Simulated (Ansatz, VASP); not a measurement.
## One calculation of AlP, two programs

INCAR

```
ALGO = Normal
EDIFF = 1E-6
ENCUT = 500
GGA = PS
GGA_COMPAT = False
ISIF = 2
ISMEAR = 0
LASPH = True
LCHARG = False
LREAL = False
LWAVE = False
NBANDS = 11
NELM = 120
PREC = Accurate
SIGMA = 0.01
```

KPOINTS

```
k-points
0
Gamma
  8 8 8
```

POSCAR

```
AlP
1.0
    0.0000000000      2.7351478574      2.7351478574
    2.7351478574      0.0000000000      2.7351478574
    2.7351478574      2.7351478574      0.0000000000
Al P
1 1
Direct
    0.0000000000      0.0000000000      0.0000000000
    0.2500000000      0.2500000000      0.2500000000
```

Input for Ansatz:

```yaml
crystal:
  lattice:
    - [0.0, 2.7351478574, 2.7351478574]
    - [2.7351478574, 0.0, 2.7351478574]
    - [2.7351478574, 2.7351478574, 0.0]
  atoms:
    - { symbol: Al, position: [0.0, 0.0, 0.0] }
    - { symbol: P, position: [0.25, 0.25, 0.25] }
basis:
  ecutwfc: 600.0
kpoints:
  mp_grid: { grid: [8, 8, 8] }
  band_path:
    path:
      - [0.0, 0.0, 0.0]
      - [0.0, 0.0, 0.0]
      - [0.5, 0.5, 0.0]
      - [0.5, 0.5, 0.5]
      - [0.0052237476, 0.0052237476, 0.0]
      - [-0.0052237476, -0.0052237476, 0.0]
      - [0.0060318642, 0.0060318642, 0.0060318642]
      - [-0.0060318642, -0.0060318642, -0.0060318642]
      - [0.0052237476, 0.0052237476, 0.0]
      - [-0.0052237476, -0.0052237476, 0.0]
      - [0.5052237476, 0.5052237476, 0.0]
      - [0.4947762524, 0.4947762524, 0.0]
      - [0.5, 0.5052237476, 0.0052237476]
      - [0.5, 0.4947762524, -0.0052237476]
      - [0.5060318642, 0.5060318642, 0.5060318642]
      - [0.4939681358, 0.4939681358, 0.4939681358]
      - [0.4963062526, 0.5036937474, 0.5]
      - [0.5036937474, 0.4963062526, 0.5]
    npoints: 1
hamiltonian:
  xc: pbesol
  pseudopotentials: { kind: paw, azcp: { folder: soft_1 } }
scf:
  occupations: { method: fixed }
  n_extra_bands: 5
output:
  forces: true
  stress: true
  eigenvalues: true
```

Alike in both runs: task single point; functional PBEsol; k mesh 8 × 8 × 8; no spin polarisation.

|  | VASP | Ansatz |
| --- | --- | --- |
| version | VASP 6.6.1 | Ansatz 0.2.0 |
| potentials or method | VASP PAW PBE potentials, release 64 (Al, P), cutoff 500 eV | scalar-relativistic, plane waves, PAW |
| occupations | gaussian, width 0.01 eV | fixed |
| valence electrons in the cell | 8 | 8 |

Ansatz gave:

- gap on the k mesh at the Fermi level (eV): 1.45
- least direct gap on the mesh (eV): 3.15
- pressure (GPa): 0.0

Question: Estimate VASP's values.

Answer: gap on the k mesh at the Fermi level (eV): 1.45; least direct gap on the mesh (eV): 3.16; pressure (GPa): 0.0.

VASP's potentials were made for PBE, not for PBEsol, and Ansatz warns of the same on its side.
